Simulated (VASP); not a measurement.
# BaTiO3 (R3m) in VASP: further runs

The runs below take BaTiO3 through single point, with PBEsol.

All numbers are computed with VASP 6.6.1; they aren't measurements. Logs are shortened: lines on timing, memory, paths and dates and some standing lists are left out, and cuts for length are marked.

### Step 1. The cell of the first run

It takes space group R3m (No. 160, trigonal). Conventional cell: a = 5.655 Å, b = 5.655 Å, c = 6.955 Å, α = 90.00°, β = 90.00°, γ = 120.00°. Ba (site symmetry 3m) has 12 O at 2.79 to 2.89 Å and 8 Ti at 3.37 to 3.59 Å within 3.7 Å. Within 2.5 Å of Ti (site symmetry 3m) lie 6 O at 1.87 to 2.14 Å. Within 2.5 Å of O (site symmetry m) lie 2 Ti at 1.87 to 2.14 Å.

### Step 2. Single point, PBEsol

Input file INCAR:

```
ALGO = Normal
EDIFF = 1E-6
ENCUT = 520
GGA = PS
ISIF = 2
ISMEAR = 0
LASPH = T
LCHARG = F
LREAL = F
LWAVE = F
NBANDS = 28
NELM = 60
PREC = Accurate
SIGMA = 0.01
```

Input file KPOINTS:

```
k-points
0
Gamma
  4 4 4
```

Input file POSCAR:

```
BaTiO3
1.0
    2.8273670000      1.6323810000      2.3183930000
   -2.8273670000      1.6323810000      2.3183930000
    0.0000000000     -3.2647620000      2.3183930000
Ba Ti O
1 1 3
Direct
    0.0000000000      0.0000000000      0.0000000000
    0.4845000000      0.4845000000      0.4845000000
    0.5086000000      0.5086000000      0.0175000000
    0.0175000000      0.5086000000      0.5086000000
    0.5086000000      0.0175000000      0.5086000000
```

Potentials or basis: VASP PAW PBE potentials, release 64 (Ba_sv, Ti_sv, O).

On the command line:

```
$ cat potpaw_PBE.64/Ba_sv/POTCAR potpaw_PBE.64/Ti_sv/POTCAR potpaw_PBE.64/O/POTCAR > POTCAR
$ mpirun -np 1 vasp_std > vasp.out
```

OUTCAR:

```text
EDIFF = 1E-6
   ENCUT = 520
   GGA = PS
   ISIF = 2
   ISMEAR = 0
   LASPH = T
   LREAL = F
   NELM = 60
   PREC = Accurate

 ion  position               nearest neighbor table
   1  0.000  0.000  0.000-   3 2.79   4 2.79   5 2.79   4 2.83   5 2.83   5 2.83   4 2.83   3 2.83
                             3 2.83   3 2.89   4 2.89   5 2.89   2 3.37   2 3.43   2 3.43   2 3.43
   2  0.484  0.484  0.484-   3 1.87   4 1.87   5 1.87   3 2.14   4 2.14   5 2.14   1 3.37   1 3.43
                             1 3.43   1 3.43   1 3.50   1 3.50   1 3.50   1 3.59
   3  0.509  0.509  0.017-   2 1.87   2 2.14   1 2.79   1 2.83   1 2.83   1 2.89
   4  0.017  0.509  0.509-   2 1.87   2 2.14   1 2.79   1 2.83   1 2.83   1 2.89
   5  0.509  0.017  0.509-   2 1.87   2 2.14   1 2.79   1 2.83   1 2.83   1 2.89

  LATTYP: Found a trigonal (rhomboedric) cell.
 ALAT       =     4.0042000430
 COS(alpha) =     0.0028446280

  Lattice vectors:

 A1 = (   2.8273670000,   1.6323810000,   2.3183930000)
 A2 = (  -2.8273670000,   1.6323810000,   2.3183930000)
 A3 = (   0.0000000000,  -3.2647620000,   2.3183930000)

Analysis of symmetry for initial positions (statically):
=====================================================================
 Subroutine PRICEL returns:
 Original cell was already a primitive cell.

 Routine SETGRP: Setting up the symmetry group for a
 trigonal (rhombohedral) supercell.

 Subroutine GETGRP returns: Found  6 space group operations
 (whereof  6 operations were pure point group operations)
 out of a pool of 12 trial point group operations.

The static configuration has the point symmetry C_3v.

Analysis of symmetry for dynamics (positions and initial velocities):
=====================================================================
 Subroutine PRICEL returns:
 Original cell was already a primitive cell.

 Routine SETGRP: Setting up the symmetry group for a
 trigonal (rhombohedral) supercell.

 Subroutine GETGRP returns: Found  6 space group operations
 (whereof  6 operations were pure point group operations)
 out of a pool of 12 trial point group operations.

The dynamic configuration has the point symmetry C_3v.

 Subroutine INISYM returns: Found  6 space group operations
 (whereof  6 operations are pure point group operations),
 and found     1 'primitive' translations

----------------------------------------------------------------------------------------

                                     Primitive cell

  volume of cell :      64.2010

  direct lattice vectors                    reciprocal lattice vectors
     2.827367000  1.632381000  2.318393000     0.176842978  0.102100347  0.143777752
    -2.827367000  1.632381000  2.318393000    -0.176842978  0.102100347  0.143777752
     0.000000000 -3.264762000  2.318393000     0.000000000 -0.204200694  0.143777752

  length of vectors
     4.004200043  4.004200043  4.004199922     0.249739788  0.249739788  0.249739795

  position of ions in fractional coordinates (direct lattice)
     0.000000000  0.000000000  0.000000000
     0.484500000  0.484500000  0.484500000
     0.508600000  0.508600000  0.017500000
     0.017500000  0.508600000  0.508600000
     0.508600000  0.017500000  0.508600000

  ion indices of the primitive-cell ions
   primitive index   ion index
                 1           1
                 2           2
                 3           3
                 4           4
                 5           5

----------------------------------------------------------------------------------------

 KPOINTS: k-points

Automatic generation of k-mesh.
 Grid dimensions read from file:
 generate k-points for:    4    4    4

 Generating k-lattice:

  Cartesian coordinates                     Fractional coordinates (reciprocal lattice)
     0.044210744  0.025525087  0.035944438     0.250000000  0.000000000 -0.000000000
    -0.044210744  0.025525087  0.035944438     0.000000000  0.250000000 -0.000000000
     0.000000000 -0.051050174  0.035944438    -0.000000000 -0.000000000  0.250000000

  Length of vectors
     0.062434947  0.062434947  0.062434949

  Shift w.r.t. Gamma in fractional coordinates (k-lattice)
     0.000000000  0.000000000  0.000000000

 Subroutine IBZKPT returns following result:
 ===========================================

 Found     13 irreducible k-points:

 Following reciprocal coordinates:
            Coordinates               Weight
  0.000000  0.000000  0.000000      1.000000
  0.250000  0.000000  0.000000      6.000000
  0.500000  0.000000  0.000000      3.000000
  0.250000  0.250000  0.000000      6.000000
  0.500000  0.250000  0.000000     12.000000
 -0.250000  0.250000  0.000000      6.000000
  0.500000  0.500000  0.000000      3.000000
  0.250000  0.250000  0.250000      2.000000
  0.500000  0.250000  0.250000      6.000000
 -0.250000  0.250000  0.250000      6.000000
  0.500000  0.500000  0.250000      6.000000
 -0.250000  0.500000  0.250000      6.000000
  0.500000  0.500000  0.500000      1.000000
   k-points           NKPTS =     13   k-points in BZ     NKDIM =     13   number of bands    NBANDS=     28
   number of dos      NEDOS =    301   number of ions     NIONS =      5
   total plane-waves  NPLWV =  27000
   dimension x,y,z NGX =    30 NGY =   30 NGZ =   30
   dimension x,y,z NGXF=    60 NGYF=   60 NGZF=   60
   ions per type =               1   1   3
   NGX,Y,Z   is equivalent  to a cutoff of  12.46, 12.46, 12.46 a.u.
   NGXF,Y,Z  is equivalent  to a cutoff of  24.91, 24.91, 24.91 a.u.
 SYSTEM =  unknown system
   PREC   = accura    normal or accurate (medium, high low for compatibility)
   ISTART =      0    job   : 0-new  1-cont  2-samecut
   ICHARG =      2    charge: 1-file 2-atom 10-const
   ISPIN  =      1    spin polarized calculation?
   LNONCOLLINEAR =      F non collinear calculations
   LSORBIT =      F    spin-orbit coupling
   LASPH  =      T    aspherical Exc in radial PAW
   ENCUT  =  520.0 eV  38.22 Ry    6.18 a.u.   7.45  7.45  7.45*2*pi/ulx,y,z
   NELM   =     60;   NELMIN=  2; NELMDL= -5     # of ELM steps
   EDIFF  = 0.1E-05   stopping-criterion for ELM
   LREAL  =      F    real-space projection
   EDIFFG = 0.1E-04   stopping-criterion for IOM
   NSW    =      0    number of steps for IOM
   IBRION =     -1    ionic relax: 0-MD 1-quasi-New 2-CG
   NFREE  =      0    steps in history (QN), initial steepest desc. (CG)
   ISIF   =      2    stress and relaxation
   ISYM   =      2    0-nonsym 1-usesym 2-fastsym
   POTIM  = 0.5000    time-step for ionic-motion
   TEBEG  =    0.0;   TEEND  =   0.0 temperature during run
   PSTRESS=    0.0 pullay stress
   NELECT =      40.0000    total number of electrons
   NUPDOWN=      -1.0000    fix difference up-down
   EMIN   =  10.00;   EMAX   =-10.00  energy-range for DOS
   EFERMI =   0.00;   METHOD = LEGACY
   ISMEAR =     0;   SIGMA  =   0.01  broadening in eV -4-tet -1-fermi 0-gaus
   EFERMI_NEDOS =   21; number of points for ismear=-14 and -15
   IALGO  =     38    algorithm
   IMIX   =      4    mixing-type and parameters
     AMIX     =   0.40;   BMIX     =  1.00
     AMIX_MAG =   1.60;   BMIX_MAG =  1.00
  volume/ion in A,a.u.               =      12.84        86.65
  Fermi-wavevector in a.u.,A,eV,Ry     =   1.398237  2.642285 26.600301  1.955067
  Thomas-Fermi vector in A             =   2.521415
   LORBIT       =      0    0 simple, 1 ext, 2 COOP (PROOUT), +10 PAW based schemes
   GGA     = PS    functional components
   LHFCALC =     F    Hartree Fock is set to
   AEXX    =    0.0000 exact exchange contribution
   IVDW    =     0    specifies the selected vdW correction
   LEPSILON=     F    determine dielectric tensor
   LRPA    =     F    only Hartree local field effects (RPA)
 non-spin polarized calculation
 Gauss-broadening in eV      SIGMA  =   0.01
  energy-cutoff  :      520.00
  volume of cell :       64.20
 maximum number of plane-waves:      1751
 NGX is ok and might be reduce to    30
   NGX = 15   NGY = 15   NGZ = 15

 number of electron      39.9999998 magnetization

 Free energy of the ion-electron system (eV)
  ---------------------------------------------------
  ext. energy  EPLUGINS =         0.00000000
  ---------------------------------------------------
  free energy    TOTEN  =       -42.00323655 eV

  energy without entropy =      -42.00323655  energy(sigma->0) =      -42.00323655

 E-fermi :   3.7729     XC(G=0): -11.4934

 val. band max:        3.6252267394   @ k =   0.5000   0.5000   0.5000
 cond. band min:       5.9610501388   @ k =   0.0000   0.0000   0.0000
 fundamental gap:      2.3358233994
 Fermi energy:         3.7728625088

 k-point     1 :       0.0000    0.0000    0.0000
  band No.  band energies     occupation
      1     -52.4019      2.00000
      2     -28.7732      2.00000
      3     -28.7732      2.00000
      4     -28.7674      2.00000
      5     -21.1281      2.00000
      6     -13.1233      2.00000
[... 20 lines left out ...]
     27       8.5557      0.00000
     28      10.7936      0.00000

 k-point     2 :       0.2500    0.0000    0.0000
  band No.  band energies     occupation
      1     -52.4014      2.00000
      2     -28.7991      2.00000
      3     -28.7722      2.00000
      4     -28.7680      2.00000
      5     -21.0681      2.00000
      6     -13.2006      2.00000
[... 20 lines left out ...]
     27       9.6840      0.00000
     28      11.9872      0.00000

 k-point     3 :       0.5000    0.0000    0.0000
  band No.  band energies     occupation
      1     -52.4009      2.00000
      2     -28.8262      2.00000
      3     -28.7711      2.00000
      4     -28.7670      2.00000
      5     -21.0065      2.00000
      6     -13.3606      2.00000
[... 275 lines left out ...]
      3     -28.7971      2.00000
      4     -28.7917      2.00000
      5     -20.9322      2.00000
      6     -12.8316      2.00000
[... 20 lines left out ...]
     27      11.7755      0.00000
     28      11.8738      0.00000

 k-point    13 :       0.5000    0.5000    0.5000
  band No.  band energies     occupation
      1     -52.3987      2.00000
      2     -28.8216      2.00000
      3     -28.8216      2.00000
      4     -28.8154      2.00000
      5     -20.8614      2.00000
      6     -12.2243      2.00000
[... 20 lines left out ...]
     27      11.7556      0.00000
     28      11.7556      0.00000

------------------------ aborting loop because EDIFF is reached ----------------------------------------

  FORCE on cell =-STRESS in cart. coord.  units (eV):
  Direction    XX          YY          ZZ          XY          YZ          ZX
  --------------------------------------------------------------------------------------
  -------------------------------------------------------------------------------------
  Total        0.2714807      0.2714807      0.1887659      0.0000000      0.0000000      0.0000000
  in kB        6.7749724      6.7749715      4.7107714      0.0000000      0.0000000      0.0000000
  external PRESSURE =       6.0869051 kB  Pullay stress =       0.0000000 kB

 VOLUME and BASIS-vectors are now :
 -----------------------------------------------------------------------------
  energy-cutoff  :      520.00
  volume of cell :       64.20
      direct lattice vectors                 reciprocal lattice vectors
     2.827367000  1.632381000  2.318393000     0.176842978  0.102100347  0.143777752
    -2.827367000  1.632381000  2.318393000    -0.176842978  0.102100347  0.143777752
     0.000000000 -3.264762000  2.318393000     0.000000000 -0.204200694  0.143777752

 POSITION                                       TOTAL-FORCE (eV/Angst)
 -----------------------------------------------------------------------------------
      0.00000      0.00000      0.00000         0.000000     -0.000000     -0.129666
      0.00000      0.00000      3.36978         0.000000     -0.000000      0.074984
      0.00000      1.60332      2.39884         0.000000      0.097603      0.018227
     -1.38852     -0.80166      2.39884        -0.084527     -0.048801      0.018227
      1.38852     -0.80166      2.39884         0.084527     -0.048801      0.018227
 -----------------------------------------------------------------------------------
    total drift:                                0.000000      0.000001      0.000191

  FREE ENERGIE OF THE ION-ELECTRON SYSTEM (eV)
  ---------------------------------------------------
  free  energy   TOTEN  =       -42.0032365462 eV

  energy  without entropy=      -42.0032365462  energy(sigma->0) =      -42.00323655
```

It took 38 s on 1 thread of Intel Xeon 6975P-C, shared host; peak memory 0.18 GiB.

What came out:

```yaml
Free_energy: -42.0032 eV
Pressure: 0.6 GPa
Largest_force: 0.130 eV/Å
Band_gap_on_the_k_mesh: 2.34 eV, indirect (least direct gap 2.73 eV)
```

Forces in eV/Å, atoms in the order of the input:
```
Ba   0.000  0.000 -0.130
Ti   0.000  0.000  0.075
O    0.000  0.098  0.018
O   -0.085 -0.049  0.018
O    0.085 -0.049  0.018
```

Caveat: the PAW data sets were made with another functional, which shifts forces and pressure a little; spin-orbit coupling is left out, which moves the levels of the heavy elements. A hybrid or GW would open this gap; PBEsol tends to underestimate it.

### Step 3. Single point, PBEsol

Input file INCAR:

```
SYSTEM = BaTiO3
PREC = Accurate ; ENCUT = 520
EDIFF = 1E-7 ; ISMEAR = 0
SIGMA = 0.01 ; LREAL = .False.
LASPH = .True. ; NELM = 60
ALGO = Normal ; ISIF = 2
LWAVE = .False. ; LCHARG = .True.
GGA = PS ; LELF = .True.
LVHAR = .True. ; NBANDS = 28
```

Input file KPOINTS:

```
regular mesh
0
Gamma
  6 6 6
  0 0 0
```

POSCAR is that of step 2.

Potentials or basis: VASP PAW PBE potentials, release 64 (Ba_sv, Ti_sv, O).

On the command line:

```
$ cat potpaw_PBE.64/Ba_sv/POTCAR potpaw_PBE.64/Ti_sv/POTCAR potpaw_PBE.64/O/POTCAR > POTCAR
$ mpirun -np 1 vasp_std > vasp.out
```

It took 1.8 min on 1 thread of Intel Xeon 6975P-C, shared host; peak memory 0.21 GiB.

The run converged. Its results:

```
Free energy            : -42.0063 eV
Pressure               : 0.6 GPa
Largest force          : 0.142 eV/Å
Band gap on the k mesh : 2.34 eV, indirect (least direct gap 2.74 eV)
```

Forces in eV/Å, atoms in the order of the input:
```
Ba   0.000  0.000 -0.126
Ti   0.000  0.000  0.142
O    0.000  0.095 -0.005
O   -0.082 -0.048 -0.005
O    0.082 -0.048 -0.005
```

Stress tensor (GPa, compression positive):
```
0.67 0.00 0.00
0.00 0.67 0.00
0.00 0.00 0.49
```

Levels at points of the mesh, in eV from the valence-band top:
| k point | band 18 | band 19 | band 20 | band 21 | band 22 | band 23 |
| --- | --- | --- | --- | --- | --- | --- |
| (0.00, 0.00, 0.00) | -0.54 | -0.40 | -0.40 | 2.34 | 2.34 | 2.48 |
| (0.50, 0.00, 0.00) | -1.66 | -0.97 | -0.84 | 2.52 | 3.78 | 3.88 |
| (0.50, 0.50, 0.00) | -0.90 | -0.85 | -0.10 | 3.86 | 3.86 | 4.19 |
| (0.50, 0.50, 0.50) | -0.02 | -0.02 | 0.00 | 4.33 | 4.49 | 4.49 |

Caveat: the PAW data sets were made with another functional, which shifts forces and pressure a little; spin-orbit coupling is left out, which moves the levels of the heavy elements.
